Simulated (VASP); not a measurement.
A run of VASP 6.6.1 is set up as follows.

INCAR

```
PREC = Accurate
ENCUT = 600
EDIFF = 1E-6
ISMEAR = -1
SIGMA = 0.05
LREAL = F
LASPH = T
NELM = 60
ALGO = Normal
ISIF = 3
LWAVE = F
LCHARG = F
GGA = RE
IVDW = 12
IBRION = 2
NSW = 60
EDIFFG = -0.01
```

The input KPOINTS:

```
regular mesh
0
Gamma
  8 8 5
```

File POSCAR:

```
SnSe2
1.0
    3.8110000000      0.0000000000      0.0000000000
   -1.9055000000      3.3004228138      0.0000000000
    0.0000000000      0.0000000000      6.1360000000
Sn Se
1 2
Direct
    0.0000000000      0.0000000000      0.0000000000
    0.6666666667      0.3333333333      0.7510000000
    0.3333333333      0.6666666667      0.2490000000
```

Potentials or basis: VASP PAW PBE potentials, release 64 (Sn_d, Se).

Command:

```bash
$ cat potpaw_PBE.64/Sn_d/POTCAR potpaw_PBE.64/Se/POTCAR > POTCAR
$ mpirun -np 1 vasp_std > vasp.out
```

(1) Estimate the relaxed cell.

(2) Estimate the dispersion energy per atom.

(3) Estimate the relaxed volume.

Results:

(1) a = 3.828 Å, b = 3.828 Å, c = 5.859 Å, α = 90.00°, β = 90.00°, γ = 120.00°.

(2) -0.724 eV.

(3) 24.78 Å³/atom.

Caveat: the PAW data sets were made with another functional, which shifts forces and pressure a little.
